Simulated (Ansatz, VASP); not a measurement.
## One calculation of W, two programs

```xyz
1
Lattice="-1.1986 1.6632 1.6632 1.6632 -1.1986 1.6632 1.6632 1.6632 -1.1986" Properties=species:S:1:pos:R:3 pbc="T T T"
W     0.0000    0.0000    0.0000
```

Alike in both runs: task single point; functional PBE; k mesh 22 × 22 × 22; occupations gaussian, width 0.15 eV; no spin polarisation.

|  | VASP | Ansatz |
| --- | --- | --- |
| version | VASP 6.6.1 | Ansatz 0.2.0 |
| potentials or method | VASP PAW PBE potentials, release 64 (W_sv), cutoff 520 eV | scalar-relativistic, plane waves, PAW |
| valence electrons in the cell | 14 | 14 |

Ansatz gave:

* gap on the k mesh at the Fermi level (eV): none
* pressure (GPa): 0.4
* traceless stress, the component that is largest in VASP (GPa): -14.22

**Question.** Estimate VASP's values.

**Answer.** gap on the k mesh at the Fermi level (eV): none; pressure (GPa): 0.9; traceless stress, the component that is largest in VASP (GPa): -14.31.

A gap of «none» marks a metal or a gap that the smearing closes. With one functional, cell and mesh, what is left measures potentials, basis and numerics.

Spin-orbit coupling is off throughout.
